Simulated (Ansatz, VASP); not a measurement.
# LiH in VASP and in Ansatz

File POSCAR:

```
LiH
1.0
    0.0000000000      2.0975003012      2.1451220099
    2.0975003012      0.0000000000      2.1451220099
    2.0975003012      2.0975003012      0.0000000000
Li H
1 1
Direct
    0.0000000000      0.0000000000      0.0000000000
    0.2500000000      0.2500000000      0.2500000000
```

File INCAR.step1:

```
SYSTEM = LiH
PREC = Accurate
ENCUT = 520
EDIFF = 1E-5
ISMEAR = 0
SIGMA = 0.01
LREAL = .False.
LASPH = .True.
NELM = 100
ALGO = Normal
ISIF = 2
LWAVE = .True.
LCHARG = .False.
NBANDS = 9
GGA = PE
```

The input INCAR.step2:

```
SYSTEM = LiH
PREC = Accurate
ENCUT = 520
EDIFF = 1E-6
ISMEAR = 0
SIGMA = 0.01
LREAL = .False.
LASPH = .True.
NELM = 100
ALGO = Normal
ISIF = 2
LWAVE = .False.
LCHARG = .False.
GGA = PE
LHFCALC = .True.
HFSCREEN = 0.2079
PRECFOCK = Normal
NBANDS = 9
ISTART = 1
```

The input KPOINTS:

```
regular mesh
0
Gamma
  8 8 8
  0 0 0
```

Input for Ansatz:

```yaml
crystal:
  lattice:
    - [0.0, 2.0975003012, 2.1451220099]
    - [2.0975003012, 0.0, 2.1451220099]
    - [2.0975003012, 2.0975003012, 0.0]
  atoms:
    - { symbol: Li, position: [0.0, 0.0, 0.0] }
    - { symbol: H, position: [0.25, 0.25, 0.25] }
kpoints:
  mp_grid: { grid: [8, 8, 8] }
  band_path:
    path:
      - [0.0, 0.0, 0.0]
      - [-0.5, -0.5, 0.0]
      - [-0.375, -0.375, 0.25]
      - [-0.375, 0.0, 0.375]
      - [0.0, 0.0, 0.5]
      - [-0.5, -0.25, 0.25]
      - [-0.15, -0.075, 0.425]
    npoints: 1
hamiltonian:
  xc: hse06
scf:
  occupations: { method: fixed }
  n_extra_bands: 4
output:
  forces: true
  stress: true
  eigenvalues: true
```

Change from the starting cell: biaxial_xy strain -2.2%.

Alike in both runs: task single point; functional HSE06; k mesh 8 × 8 × 8; no spin polarisation.

|  | VASP | Ansatz |
| --- | --- | --- |
| version | VASP 6.6.1 | Ansatz 0.2.0 |
| potentials or method | VASP PAW PBE potentials, release 64 (Li_sv, H) | plane waves, PAW |
| plane-wave cutoff (eV) | 520 | 420 |
| occupations | gaussian, width 0.01 eV | fixed |
| valence electrons in the cell | 4 | 4 |

|  | VASP | Ansatz | Ansatz less VASP |
| --- | --- | --- | --- |
| gap on the k mesh at the Fermi level (eV) | 5.27 | 5.27 | 0.000 |

Ansatz's warnings: stress exchange threshold loose, stress scf threshold loose.

Noted on VASP's run: the cutoff is under 1.25 times that of the potentials, so the pressure is a little rough.
